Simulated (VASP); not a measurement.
Runs of VASP 6.6.1 on Hf. The structure is that of space group P6/mmm (No. 191), or close to it. The cells are those of the table. This isn't the form of Hf at room conditions, which is hcp.

```tsv
cell	k mesh	gap on the mesh (eV)	pressure (GPa)
a = 5.028, b = 5.028, c = 3.120 Å, angles 90.0, 90.0, 120.0°, 3 atoms	10 × 10 × 13	none	(a)
a = 5.222, b = 5.222, c = 3.240 Å, angles 90.0, 90.0, 120.0°, 3 atoms	8 × 8 × 11	none	-9.8
a = 4.890, b = 4.890, c = 3.034 Å, angles 90.0, 90.0, 120.0°, 3 atoms	8 × 8 × 11	none	9.5
a = 5.094, b = 5.094, c = 3.161 Å, angles 90.0, 90.0, 120.0°, 3 atoms	8 × 8 × 11	none	-4.2
a = 4.960, b = 4.960, c = 3.078 Å, angles 90.0, 90.0, 120.0°, 3 atoms	8 × 8 × 11	none	(b)
```

Alike in all rows: task single point; level revPBE; potentials or basis VASP PAW PBE potentials, release 64 (Hf_pv); no spin polarisation; cutoff (eV) 520; smearing fermi-dirac 0.1 eV.

Problem. Estimate the missing entries.

Solution. (a) -0.4; (b) 4.1.

Caveats: the PAW data sets were made with another functional, which shifts forces and pressure a little; spin-orbit coupling is left out, which moves the levels of the heavy elements; the cell stands under tension (at least some runs); the cell stands under pressure (at least some runs).

A k mesh can miss the band edges, and the runs leave out spin-orbit coupling on Hf.

A gap of «none» marks levels without a gap at the run's occupations.
